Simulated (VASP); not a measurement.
Ba:

```xyz
1
Lattice="-2.5065 2.5065 2.5065 2.5065 -2.5065 2.5065 2.5065 2.5065 -2.5065" Properties=species:S:1:pos:R:3 pbc="T T T"
Ba    0.0000    0.0000    0.0000
```

```yaml
Program: VASP 6.6.1
Task: relaxation of cell and atoms
Functional: PBEsol
Potentials_or_basis: VASP PAW PBE potentials, release 64 (Ba_sv)
Cutoff: 500 eV
k_mesh: 12 × 12 × 12
Occupations: fermi-dirac, width 0.02 eV
Spin: no spin polarisation
```

At the start: pressure -0.6 GPa; volume 62.99 Å³/atom.

Where does the relaxation end?

Over 3 steps the energy falls by 8.8 meV/atom and the volume is 58.55 Å³/atom (-7.0 %); space group Im-3m (No. 229, to 0.1 Å) before and after.

The path:
| step | energy change (eV) | largest force (eV/Å) | pressure (GPa) | volume (Å³) |
| --- | --- | --- | --- | --- |
| 1 | 0.0000 | 0.0000 | -0.60 | 62.99 |
| 2 | -0.0062 | 0.0000 | -0.34 | 60.88 |
| 3 | -0.0088 | 0.0000 | -0.01 | 58.55 |

Final structure:
```
Ba
1.0
    -2.44620    2.44620    2.44620
     2.44620   -2.44620    2.44620
     2.44620    2.44620   -2.44620
Ba
1
Direct
  0.00000 0.00000 0.00000
```

Caveat: the PAW data sets were made with another functional, which shifts forces and pressure a little.
